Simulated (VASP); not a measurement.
# Hg (P6/mmm) in VASP: further runs

The runs below take Hg through electric field gradients, with PBEsol.

Program: VASP 6.6.1. These are calculated values, not measurements. Logs are shortened: lines on timing, memory, paths and dates and some standing lists are left out, and cuts for length are marked.

**1. The cell of the first run**

Symmetry: P6/mmm, No. 191, hexagonal system. Conventional cell: a = 4.495 Å, b = 4.495 Å, c = 3.870 Å, α = 90.00°, β = 90.00°, γ = 120.00°. Within 3.4 Å of Hg (site symmetry -6m2) lie 9 Hg at 2.59 to 3.24 Å. Hg (site symmetry 6/mmm) has 14 Hg at 3.24 to 3.87 Å within 4.3 Å.

**2. Electric field gradients, PBEsol (equal xx and yy strain of -1 %)**

INCAR

```
ALGO = Normal
EDIFF = 1E-8
ENCUT = 410
GGA = PS
GGA_COMPAT = False
ISIF = 2
ISMEAR = -1
LASPH = True
LCHARG = False
LEFG = True
LREAL = False
LWAVE = False
NBANDS = 37
NELM = 120
PREC = Accurate
SIGMA = 0.05
```

KPOINTS

```
k-points
0
Gamma
  8 8 9
```

POSCAR

```
Hg
1.0
    4.4946020006      0.0000000000      0.0000000000
   -2.2473010003      3.8924395124      0.0000000000
    0.0000000000      0.0000000000      3.8700000000
Hg
3
Direct
    0.3333333333      0.6666666667      0.5000000000
    0.0000000000      0.0000000000      0.0000000000
    0.6666666667      0.3333333333      0.5000000000
```

Potentials or basis: VASP PAW PBE potentials, release 64 (Hg_sv_GW).

Run with:

```sh
$ cat potpaw_PBE.64/Hg_sv_GW/POTCAR > POTCAR
$ mpirun -np 1 vasp_std > vasp.out
```

OUTCAR:

```text
EDIFF = 1E-8
   ENCUT = 410
   GGA = PS
   ISIF = 2
   ISMEAR = -1
   LASPH = True
   LREAL = False
   NELM = 120
   PREC = Accurate

 ion  position               nearest neighbor table
   1  0.333  0.667  0.500-   3 2.59   3 2.59   3 2.59   2 3.24   2 3.24   2 3.24   2 3.24   2 3.24
                             2 3.24
   2  0.000  0.000  0.000-   1 3.24   3 3.24   1 3.24   3 3.24   1 3.24   1 3.24   3 3.24   3 3.24
                             3 3.24   3 3.24   1 3.24   1 3.24
   3  0.667  0.333  0.500-   1 2.59   1 2.59   1 2.59   2 3.24   2 3.24   2 3.24   2 3.24   2 3.24
                             2 3.24

  LATTYP: Found a hexagonal cell.
 ALAT       =     4.4946020006
 C/A-ratio  =     0.8610328566

  Lattice vectors:

 A1 = (   4.4946020006,   0.0000000000,   0.0000000000)
 A2 = (  -2.2473010003,   3.8924395124,   0.0000000000)
 A3 = (   0.0000000000,   0.0000000000,   3.8700000000)

Analysis of symmetry for initial positions (statically):
=====================================================================
 Subroutine PRICEL returns:
 Original cell was already a primitive cell.

 Routine SETGRP: Setting up the symmetry group for a
 hexagonal supercell.

 Subroutine GETGRP returns: Found 24 space group operations
 (whereof 24 operations were pure point group operations)
 out of a pool of 24 trial point group operations.

The static configuration has the point symmetry D_6h.

Analysis of symmetry for dynamics (positions and initial velocities):
=====================================================================
 Subroutine PRICEL returns:
 Original cell was already a primitive cell.

 Routine SETGRP: Setting up the symmetry group for a
 hexagonal supercell.

 Subroutine GETGRP returns: Found 24 space group operations
 (whereof 24 operations were pure point group operations)
 out of a pool of 24 trial point group operations.

The dynamic configuration has the point symmetry D_6h.

 Subroutine INISYM returns: Found 24 space group operations
 (whereof 24 operations are pure point group operations),
 and found     1 'primitive' translations

----------------------------------------------------------------------------------------

                                     Primitive cell

  volume of cell :      67.7055

  direct lattice vectors                    reciprocal lattice vectors
     4.494602001  0.000000000  0.000000000     0.222489110  0.128454148  0.000000000
    -2.247301000  3.892439512  0.000000000     0.000000000  0.256908295  0.000000000
     0.000000000  0.000000000  3.870000000     0.000000000  0.000000000  0.258397933

  length of vectors
     4.494602001  4.494602001  3.870000000     0.256908295  0.256908295  0.258397933

  position of ions in fractional coordinates (direct lattice)
     0.333333333  0.666666667  0.500000000
     0.000000000  0.000000000  0.000000000
     0.666666667  0.333333333  0.500000000

  ion indices of the primitive-cell ions
   primitive index   ion index
                 1           1
                 2           2
                 3           3

----------------------------------------------------------------------------------------

 KPOINTS: k-points

Automatic generation of k-mesh.
 Grid dimensions read from file:
 generate k-points for:    8    8    9

 Generating k-lattice:

  Cartesian coordinates                     Fractional coordinates (reciprocal lattice)
     0.027811139  0.016056768  0.000000000     0.125000000 -0.000000000  0.000000000
     0.000000000  0.032113537  0.000000000     0.000000000  0.125000000  0.000000000
     0.000000000  0.000000000  0.028710881     0.000000000  0.000000000  0.111111111

  Length of vectors
     0.032113537  0.032113537  0.028710881

  Shift w.r.t. Gamma in fractional coordinates (k-lattice)
     0.000000000  0.000000000  0.000000000

 Subroutine IBZKPT returns following result:
 ===========================================

 Found     50 irreducible k-points:

 Following reciprocal coordinates:
            Coordinates               Weight
  0.000000  0.000000  0.000000      1.000000
  0.125000  0.000000  0.000000      6.000000
  0.250000  0.000000  0.000000      6.000000
  0.375000  0.000000  0.000000      6.000000
  0.500000  0.000000  0.000000      3.000000
  0.125000  0.125000  0.000000      6.000000
[... 16 lines left out ...]
  0.250000  0.000000  0.222222     12.000000
  0.375000  0.000000  0.222222     12.000000
 [... further k-points ...]
   k-points           NKPTS =     50   k-points in BZ     NKDIM =     50   number of bands    NBANDS=     37
   number of dos      NEDOS =    301   number of ions     NIONS =      3
   total plane-waves  NPLWV =  25200
   dimension x,y,z NGX =    30 NGY =   30 NGZ =   28
   dimension x,y,z NGXF=    60 NGYF=   60 NGZF=   56
   ions per type =               3
   NGX,Y,Z   is equivalent  to a cutoff of  11.10, 11.10, 12.03 a.u.
   NGXF,Y,Z  is equivalent  to a cutoff of  22.19, 22.19, 24.06 a.u.
 SYSTEM =  unknown system
   PREC   = accura    normal or accurate (medium, high low for compatibility)
   ISTART =      0    job   : 0-new  1-cont  2-samecut
   ICHARG =      2    charge: 1-file 2-atom 10-const
   ISPIN  =      1    spin polarized calculation?
   LNONCOLLINEAR =      F non collinear calculations
   LSORBIT =      F    spin-orbit coupling
   LASPH  =      T    aspherical Exc in radial PAW
   ENCUT  =  410.0 eV  30.13 Ry    5.49 a.u.   7.42  7.42  6.39*2*pi/ulx,y,z
   NELM   =    120;   NELMIN=  2; NELMDL= -5     # of ELM steps
   EDIFF  = 0.1E-07   stopping-criterion for ELM
   LREAL  =      F    real-space projection
   EDIFFG = 0.1E-06   stopping-criterion for IOM
   NSW    =      0    number of steps for IOM
   IBRION =     -1    ionic relax: 0-MD 1-quasi-New 2-CG
   NFREE  =      0    steps in history (QN), initial steepest desc. (CG)
   ISIF   =      2    stress and relaxation
   ISYM   =      2    0-nonsym 1-usesym 2-fastsym
   POTIM  = 0.5000    time-step for ionic-motion
   TEBEG  =    0.0;   TEEND  =   0.0 temperature during run
   PSTRESS=    0.0 pullay stress
   NELECT =      60.0000    total number of electrons
   NUPDOWN=      -1.0000    fix difference up-down
   EMIN   =  10.00;   EMAX   =-10.00  energy-range for DOS
   EFERMI =   0.00;   METHOD = LEGACY
   ISMEAR =    -1;   SIGMA  =   0.05  broadening in eV -4-tet -1-fermi 0-gaus
   EFERMI_NEDOS =   21; number of points for ismear=-14 and -15
   IALGO  =     38    algorithm
   IMIX   =      4    mixing-type and parameters
     AMIX     =   0.40;   BMIX     =  1.00
     AMIX_MAG =   1.60;   BMIX_MAG =  1.00
  volume/ion in A,a.u.               =      22.57       152.30
  Fermi-wavevector in a.u.,A,eV,Ry     =   1.572476  2.971548 33.642843  2.472679
  Thomas-Fermi vector in A             =   2.673904
   LORBIT       =      0    0 simple, 1 ext, 2 COOP (PROOUT), +10 PAW based schemes
   GGA     = PS    functional components
   LHFCALC =     F    Hartree Fock is set to
   AEXX    =    0.0000 exact exchange contribution
   IVDW    =     0    specifies the selected vdW correction
   LEPSILON=     F    determine dielectric tensor
   LRPA    =     F    only Hartree local field effects (RPA)
 non-spin polarized calculation
  energy-cutoff  :      410.00
  volume of cell :       67.71
 maximum number of plane-waves:      1315
 NGX is ok and might be reduce to    30
   NGX = 15   NGY = 15   NGZ = 13

 number of electron      60.0000017 magnetization

 Free energy of the ion-electron system (eV)
  ---------------------------------------------------
  ext. energy  EPLUGINS =         0.00000000
  ---------------------------------------------------
  free energy    TOTEN  =        -1.01622166 eV

  energy without entropy =       -1.00533118  energy(sigma->0) =       -1.01077642

 E-fermi :   6.5495     XC(G=0): -11.7279

 val. band max:        6.5455596673   @ k =   0.3750   0.1250   0.3333
 cond. band min:       6.6873132802   @ k =   0.3750   0.2500   0.3333
 fundamental gap:      0.1417536128
 Fermi energy:         6.5494862101

 k-point     1 :       0.0000    0.0000    0.0000
  band No.  band energies     occupation
      1    -109.0534      2.00000
      2    -109.0338      2.00000
      3    -108.4717      2.00000
      4     -57.4882      2.00000
      5     -57.4882      2.00000
      6     -57.3141      2.00000
[... 29 lines left out ...]
     36      14.4437      0.00000
     37      19.0732      0.00000
[... 918 lines left out ...]
     36      15.4312      0.00000
     37      17.3612      0.00000

 [... further k-points ...]
[... 5 lines left out ...]
  --------------------------------------------------------------------------------------
  -------------------------------------------------------------------------------------
  Total        5.1375971      5.1375971     -1.1879195      0.0000000     -0.0000000      0.0000000
  in kB      121.5756350    121.5756350    -28.1108191      0.0000000     -0.0000000      0.0000000
  external PRESSURE =      71.6801503 kB  Pullay stress =       0.0000000 kB

 VOLUME and BASIS-vectors are now :
 -----------------------------------------------------------------------------
  energy-cutoff  :      410.00
  volume of cell :       67.71
      direct lattice vectors                 reciprocal lattice vectors
     4.494602001  0.000000000  0.000000000     0.222489110  0.128454148  0.000000000
    -2.247301000  3.892439512  0.000000000     0.000000000  0.256908295  0.000000000
     0.000000000  0.000000000  3.870000000     0.000000000  0.000000000  0.258397933

 POSITION                                       TOTAL-FORCE (eV/Angst)
 -----------------------------------------------------------------------------------
     -0.00000      2.59496      1.93500        -0.000000      0.000000      0.000000
      0.00000      0.00000      0.00000        -0.000000     -0.000000      0.000000
      2.24730      1.29748      1.93500         0.000000     -0.000000      0.000000
 -----------------------------------------------------------------------------------
    total drift:                                0.000000      0.000000      0.000000

  FREE ENERGIE OF THE ION-ELECTRON SYSTEM (eV)
  ---------------------------------------------------
  free  energy   TOTEN  =        -1.0162216604 eV

  energy  without entropy=       -1.0053311770  energy(sigma->0) =       -1.01077642

 Electric field gradients (V/A^2)
---------------------------------------------------------------------
 ion       V_xx      V_yy      V_zz      V_xy      V_xz      V_yz
---------------------------------------------------------------------
   1    -150.343  -150.337   300.680     0.005     0.000     0.000
   2     -18.857   -18.851    37.709     0.005     0.000     0.000
   3    -150.343  -150.337   300.680     0.005     0.000     0.000
---------------------------------------------------------------------

 Electric field gradients after diagonalization (V/A^2)
 (convention: |V_zz| > |V_xx| > |V_yy|)
----------------------------------------------------------------------
 ion       V_xx      V_yy      V_zz     asymmetry (V_yy - V_xx)/ V_zz
----------------------------------------------------------------------
   1    -150.345  -150.334   300.680       0.000
   2     -18.860   -18.849    37.709       0.000
   3    -150.345  -150.334   300.680       0.000
----------------------------------------------------------------------

           NMR quadrupolar parameters

 Cq : quadrupolar parameter    Cq=e*Q*V_zz/h
 eta: asymmetry parameters     (V_yy - V_xx)/ V_zz
 Q  : nuclear electric quadrupole moment in mb (millibarn)
----------------------------------------------------------------------
 ion       Cq(MHz)       eta       Q (mb)
----------------------------------------------------------------------
   1       0.727       0.000       1.000
   2       0.091       0.000       1.000
   3       0.727       0.000       1.000
----------------------------------------------------------------------
```

Wall time 48 s (1 thread of Intel Xeon 6975P-C (Granite Rapids), shared host); peak memory 0.22 GiB.

What came out:

- Free energy: -1.0162 eV
- Pressure: 7.2 GPa
- Band gap on the k mesh: zero (bands 30 and 31 overlap by 5.34 eV)
- Largest electric field gradient by atom: Hg +300.7, +37.7 (each value once) V/Å²

Levels at points of the mesh, in eV from the Fermi level:
```csv
k point,band 27,band 28,band 29,band 30,band 31,band 32,band 33,band 34
"(0.00, 0.00, 0.00)",-5.92,-5.92,0.47,1.75,2.83,3.70,3.70,3.95
"(0.50, 0.00, 0.00)",-5.87,-5.78,-4.96,-0.71,0.43,6.06,6.10,6.99
```

Electric field gradients, principal values (V/Å²):
| atom | least | middle | greatest (by size) |
| --- | --- | --- | --- |
| 1 Hg | -150.334 | -150.345 | 300.680 |
| 2 Hg | -18.849 | -18.860 | 37.709 |
| 3 Hg | -150.334 | -150.345 | 300.680 |

Caveat: the cell differs from its parent crystal (equal xx and yy strain of -1 %); the cell stands under pressure; without QUAD_EFG the Cq values of the log hold for a quadrupole moment of 1 mb, not for the nuclei; the PAW data sets were made with another functional, which shifts forces and pressure a little; spin-orbit coupling is left out, which moves the levels of the heavy elements.

**3. Electric field gradients, PBEsol**

This run uses another cell than the first one, of 23.03 Å³/atom.

INCAR

```
PREC     = Accurate       # precision mode
ENCUT    = 520            # plane-wave cutoff, eV
EDIFF    = 1E-8           # SCF threshold, eV
ISMEAR   = -1             # smearing method
SIGMA    = 0.05           # smearing width, eV
LREAL    = False          # projectors in reciprocal space
LASPH    = True           # aspherical terms in the spheres
NELM     = 60             # most SCF steps
ALGO     = Normal         # electronic algorithm
ISIF     = 2              # what is computed and relaxed
LWAVE    = False          # write WAVECAR
LCHARG   = False          # write CHGCAR
GGA      = PS             # functional
LEFG     = True         
NBANDS   = 25             # bands
```

KPOINTS

```
Automatic mesh
0
Gamma
  8 8 9
```

POSCAR

```
Hg
1.0
    4.5400020208      0.0000000000      0.0000000000
   -2.2700010104      3.9317570832      0.0000000000
    0.0000000000      0.0000000000      3.8700000000
Hg
3
Direct
    0.3333333333      0.6666666667      0.5000000000
    0.0000000000      0.0000000000      0.0000000000
    0.6666666667      0.3333333333      0.5000000000
```

Potentials or basis: VASP PAW PBE potentials, release 64 (Hg).

Run with:

```sh
$ cat potpaw_PBE.64/Hg/POTCAR > POTCAR
$ mpirun -np 1 vasp_std > vasp.out
```

OUTCAR:

```text
PREC = Accurate
   ENCUT = 520
   EDIFF = 1E-8
   ISMEAR = -1
   LREAL = False
   LASPH = True
   NELM = 60
   ISIF = 2
   GGA = PS

 ion  position               nearest neighbor table
   1  0.333  0.667  0.500-   3 2.62   3 2.62   3 2.62   2 3.26   2 3.26   2 3.26   2 3.26   2 3.26
                             2 3.26
   2  0.000  0.000  0.000-   1 3.26   3 3.26   1 3.26   3 3.26   1 3.26   1 3.26   3 3.26   3 3.26
                             3 3.26   3 3.26   1 3.26   1 3.26
   3  0.667  0.333  0.500-   1 2.62   1 2.62   1 2.62   2 3.26   2 3.26   2 3.26   2 3.26   2 3.26
                             2 3.26

  LATTYP: Found a hexagonal cell.
 ALAT       =     4.5400020208
 C/A-ratio  =     0.8524225281

  Lattice vectors:

 A1 = (   4.5400020208,   0.0000000000,   0.0000000000)
 A2 = (  -2.2700010104,   3.9317570832,   0.0000000000)
 A3 = (   0.0000000000,   0.0000000000,   3.8700000000)

Analysis of symmetry for initial positions (statically):
=====================================================================
 Subroutine PRICEL returns:
[... 872 lines left out ...]

 POSITION                                       TOTAL-FORCE (eV/Angst)
 -----------------------------------------------------------------------------------
     -0.00000      2.62117      1.93500        -0.000000     -0.000000      0.000000
      0.00000      0.00000      0.00000        -0.000000      0.000000     -0.000000
      2.27000      1.31059      1.93500         0.000000      0.000000     -0.000000
 -----------------------------------------------------------------------------------
    total drift:                                0.000000     -0.000000     -0.000000

  FREE ENERGIE OF THE ION-ELECTRON SYSTEM (eV)
  ---------------------------------------------------
  free  energy   TOTEN  =        -1.0501974937 eV

  energy  without entropy=       -1.0403233864  energy(sigma->0) =       -1.04526044

 Electric field gradients (V/A^2)
---------------------------------------------------------------------
 ion       V_xx      V_yy      V_zz      V_xy      V_xz      V_yz
---------------------------------------------------------------------
   1    -169.215  -169.214   338.428     0.001     0.000    -0.000
   2     -16.801   -16.800    33.602     0.001    -0.000    -0.000
   3    -169.215  -169.214   338.428     0.001     0.000     0.000
---------------------------------------------------------------------

 Electric field gradients after diagonalization (V/A^2)
 (convention: |V_zz| > |V_xx| > |V_yy|)
----------------------------------------------------------------------
 ion       V_xx      V_yy      V_zz     asymmetry (V_yy - V_xx)/ V_zz
----------------------------------------------------------------------
   1    -169.215  -169.213   338.428       0.000
   2     -16.802   -16.800    33.602       0.000
   3    -169.215  -169.213   338.428       0.000
----------------------------------------------------------------------

           NMR quadrupolar parameters

 Cq : quadrupolar parameter    Cq=e*Q*V_zz/h
 eta: asymmetry parameters     (V_yy - V_xx)/ V_zz
 Q  : nuclear electric quadrupole moment in mb (millibarn)
----------------------------------------------------------------------
 ion       Cq(MHz)       eta       Q (mb)
----------------------------------------------------------------------
   1       0.818       0.000       1.000
   2       0.081       0.000       1.000
   3       0.818       0.000       1.000
----------------------------------------------------------------------
```

OSZICAR:

```text
N       E                     dE             d eps       ncg     rms          rms(c)
DAV:   1     0.297099413090E+03    0.29710E+03   -0.18737E+04  2516   0.141E+03
DAV:   2     0.636549931036E+01   -0.29073E+03   -0.27660E+03  2538   0.372E+02
DAV:   3    -0.125377911658E+01   -0.76193E+01   -0.75760E+01  2952   0.677E+01
DAV:   4    -0.127178727756E+01   -0.18008E-01   -0.18001E-01  2771   0.297E+00
DAV:   5    -0.127181574309E+01   -0.28466E-04   -0.28465E-04  2946   0.118E-01    0.105E+01
DAV:   6    -0.107417443960E+01    0.19764E+00   -0.42715E-01  2906   0.710E+00    0.732E+00
DAV:   7    -0.105279058997E+01    0.21384E-01   -0.11624E-01  2862   0.278E+00    0.227E+00
DAV:   8    -0.105016488919E+01    0.26257E-02   -0.18596E-02  2607   0.143E+00    0.193E-01
DAV:   9    -0.105016715839E+01   -0.22692E-05   -0.17154E-04  2920   0.139E-01    0.599E-02
DAV:  10    -0.105019645609E+01   -0.29298E-04   -0.32359E-05  2743   0.453E-02    0.975E-03
DAV:  11    -0.105019765826E+01   -0.12022E-05   -0.57918E-06  2928   0.238E-02    0.542E-03
DAV:  12    -0.105019743823E+01    0.22003E-06   -0.10180E-06  2798   0.106E-02    0.101E-03
DAV:  13    -0.105019750123E+01   -0.63000E-07   -0.85305E-08  2791   0.318E-03    0.252E-04
DAV:  14    -0.105019749366E+01    0.75702E-08   -0.15117E-09  1417   0.309E-04
   1 F= -.10501975E+01 E0= -.10452604E+01  d E =-.987411E-02
```

It took 2.1 min on 1 thread of Intel Xeon 8259CL, shared host; peak memory 0.22 GiB.

Results:

- Free energy: -1.0502 eV
- Pressure: 8.6 GPa
- Band gap on the k mesh: zero (bands 18 and 19 overlap by 5.11 eV)
- Largest electric field gradient by atom: Hg +338.4, +33.6 (each value once) V/Å²

Electric field gradients, principal values (V/Å²):
```tsv
atom	least	middle	greatest (by size)
1 Hg	-169.213	-169.215	338.428
2 Hg	-16.800	-16.802	33.602
3 Hg	-169.213	-169.215	338.428
```

Caveat: the cell stands under pressure; without QUAD_EFG the Cq values of the log hold for a quadrupole moment of 1 mb, not for the nuclei; the PAW data sets were made with another functional, which shifts forces and pressure a little; spin-orbit coupling is left out, which moves the levels of the heavy elements.

(Continued in part 2 of 3.)
